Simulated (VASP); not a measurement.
Runs of VASP 6.6.1 on PbSe. The structure is that of space group Immm (No. 71), or close to it. The cells are those of the table. 

```csv
cell,gap on the mesh (eV),pressure (GPa)
"a = 4.462, b = 4.462, c = 4.338 Å, angles 60.9, 60.9, 65.3°, 2 atoms",(a),-1.9
"a = 4.471, b = 4.471, c = 4.099 Å, angles 62.7, 62.7, 68.8°, 2 atoms",none,-1.9
"a = 4.398, b = 4.398, c = 4.338 Å, angles 60.5, 60.5, 62.7°, 2 atoms",0.23,-2.3
"a = 4.459, b = 4.459, c = 4.457 Å, angles 60.0, 60.0, 63.5°, 2 atoms",(b),-1.9
"a = 4.405, b = 4.405, c = 4.099 Å, angles 62.3, 62.3, 66.3°, 2 atoms",none,-2.4
```

Alike in all rows: task single point; level PBE+D3(BJ); potentials or basis VASP PAW PBE potentials, release 64 (Pb_d, Se); no spin polarisation; k mesh 10 × 10 × 10; cutoff (eV) 520; smearing gaussian 0.03 eV.

Question: Estimate the missing entries.

Answer: (a) 0.14; (b) 0.35.

Caveats: spin-orbit coupling is left out, which moves the levels of the heavy elements; semilocal functionals underestimate gaps, and a narrow one can read as zero (at least some runs).

A k mesh can miss the band edges, and the runs leave out spin-orbit coupling on Pb, Se.

A gap of «none» marks levels without a gap at the run's occupations.
